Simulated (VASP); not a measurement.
Input of a VASP 6.6.1 run:

Contents of INCAR:

```
SYSTEM = KF
PREC = Accurate
ENCUT = 600
EDIFF = 1E-7
ISMEAR = -1
SIGMA = 0.02
LREAL = .FALSE.
LASPH = .TRUE.
NELM = 60
ALGO = Normal
ISIF = 3
LWAVE = .FALSE.
LCHARG = .FALSE.
GGA = PE
IBRION = 2
NSW = 80
EDIFFG = -0.005
```

Contents of KPOINTS:

```
regular mesh
0
G
  8 8 8
  0 0 0
```

POSCAR

```
KF
1.0
    0.0000000000      2.6544134050      2.6544134050
    2.6544134050      0.0000000000      2.6544134050
    2.6544134050      2.6544134050      0.0000000000
K F
1 1
Direct
    0.0000000000      0.0000000000      0.0000000000
    0.5000000000      0.5000000000      0.5000000000
```

Potentials or basis: VASP PAW PBE potentials, release 64 (K_sv, F).

The run is started by

```bash
$ cat potpaw_PBE.64/K_sv/POTCAR potpaw_PBE.64/F/POTCAR > POTCAR
$ mpirun -np 1 vasp_std > vasp.out
```

Q: Estimate the space group after relaxing (to 0.05 Å).

A: Fm-3m (No. 225).

Q: What does it give for the relaxed volume?

A: 19.93 Å³/atom.

Final structure:
```
K F
1.0
     0.00000    2.71103    2.71103
     2.71103    0.00000    2.71103
     2.71103    2.71103    0.00000
K F
1 1
Direct
  0.00000 0.00000 0.00000
  0.50000 0.50000 0.50000
```
